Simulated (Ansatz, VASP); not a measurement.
**C in VASP and in Ansatz**

The input INCAR:

```
SYSTEM = C
  PREC = Accurate
  ENCUT = 600
  EDIFF = 1E-7
  ISMEAR = 0
  SIGMA = 0.1
  LREAL = .FALSE.
  LASPH = .TRUE.
  NELM = 80
  ALGO = Normal
  ISIF = 3
  LWAVE = .FALSE.
  LCHARG = .FALSE.
  GGA = PE
  IBRION = 2
  NSW = 90
  EDIFFG = -0.04
```

File KPOINTS:

```
regular mesh
0
G
  6 6 6
  0 0 0
```

Contents of POSCAR:

```
C
1.0
    2.4557744500      1.4178420400      1.4558830600
   -2.4557744500      1.4178420400      1.4558830600
    0.0000000000     -2.8356840800      1.4558830600
C
5
Direct
    0.3295443800      0.3295443800      0.3295443800
    0.6704556200      0.6704556200      0.6704556200
    0.6121795600      0.3878204400      0.0000000000
    0.0000000000      0.6121795600      0.3878204400
    0.3878204400      0.0000000000      0.6121795600
```

Input for Ansatz:

```yaml
crystal:
  lattice:
    - [2.45577445, 1.41784204, 1.45588306]
    - [-2.45577445, 1.41784204, 1.45588306]
    - [0.0, -2.83568408, 1.45588306]
  atoms:
    - { symbol: C, position: [0.32954438, 0.32954438, 0.32954438] }
    - { symbol: C, position: [0.67045562, 0.67045562, 0.67045562] }
    - { symbol: C, position: [0.61217956, 0.38782044, 0.0] }
    - { symbol: C, position: [0.0, 0.61217956, 0.38782044] }
    - { symbol: C, position: [0.38782044, 0.0, 0.61217956] }
basis:
  ecutwfc: 420
kpoints:
  mp_grid: { grid: [6, 6, 6] }
hamiltonian:
  xc: pbe
scf:
  occupations: { method: gaussian, width: 0.1 }
  lower_state_search: "off"
output:
  forces: true
  stress: true
  eigenvalues: true
relax:
  adjacent_minimum: "off"
  f_tol: 0.04
  max_steps: 70
  cell: { stress_tol: 0.4 }
```

Alike in both runs: task relaxation of cell and atoms; functional PBE; k mesh 6 × 6 × 6; occupations gaussian, width 0.1 eV; no spin polarisation.

|  | VASP | Ansatz |
| --- | --- | --- |
| version | VASP 6.6.1 | Ansatz 0.2.0 |
| potentials or method | VASP PAW PBE potentials, release 64 (C), cutoff 600 eV | scalar-relativistic, plane waves, PAW |
| valence electrons in the cell | 20 | 20 |

```tsv
	VASP	Ansatz	Ansatz less VASP
gap on the k mesh at the Fermi level, each at its own relaxed structure (eV)	1.43	1.39	-0.036
relaxed volume (Å³/atom)	6.87	6.87	+0.002
relaxed cell length with the largest relative difference (Å)	3.364	3.362	-0.0017
```
